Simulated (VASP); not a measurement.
Write the native input for VASP 6.6.1 that does the following.

- Task: single point
- Functional: LDA
- Potentials or basis: VASP PAW LDA potentials, release 64 (Al, Ga_d, N)
- Cutoff: 520 eV
- k mesh: 8 × 8 × 6
- Occupations: gaussian, width 0.05 eV
- Spin: no spin polarisation
- Dipole correction: no
- Further INCAR settings: ALGO = Normal; EDIFF = 1e-06; NBANDS = 21

The structure of AlGaN2 lies in POSCAR:

```
AlGaN2
1.0
    3.1408770487      0.0000000000      0.0000000000
    0.0000000000      3.1408770487      0.0000000000
    0.0000000000      0.0000000000      4.3574803709
Al Ga N
1 1 2
Direct
    0.5000000000      0.5000000000      0.5000000000
    0.0000000000      0.0000000000      0.0000000000
    0.5000000000      0.0000000000      0.7382648100
    0.0000000000      0.5000000000      0.2617351900
```

This cell differs from its parent crystal: strain +0.000 along x and y, -0.015 along z.

These files were run (other wordings do the same):

INCAR

```
SYSTEM = AlGaN2
  PREC = Accurate
  ENCUT = 520
  EDIFF = 1E-6
  ISMEAR = 0
  SIGMA = 0.05
  LREAL = .False.
  LASPH = .True.
  NELM = 100
  ALGO = Normal
  ISIF = 2
  LWAVE = .False.
  LCHARG = .False.
  NBANDS = 21
```

KPOINTS

```
regular mesh
0
Gamma
  8 8 6
  0 0 0
```

Potentials or basis: VASP PAW LDA potentials, release 64 (Al, Ga_d, N).

Launch:

```bash
$ cat potpaw_LDA.64/Al/POTCAR potpaw_LDA.64/Ga_d/POTCAR potpaw_LDA.64/N/POTCAR > POTCAR
$ mpirun -np 1 vasp_std > vasp.out
```

Results of the run:

```yaml
Pressure: -1.3 GPa
Largest_force: 0.142 eV/Å
Band_gap_on_the_k_mesh: 3.00 eV, direct
```

Caveat: the cell differs from its parent crystal (strain +0.000 along x and y, -0.015 along z).

Run time: 23 s on 1 thread of Intel Xeon 6975P-C, with other jobs on the host, peak memory 0.17 GiB.
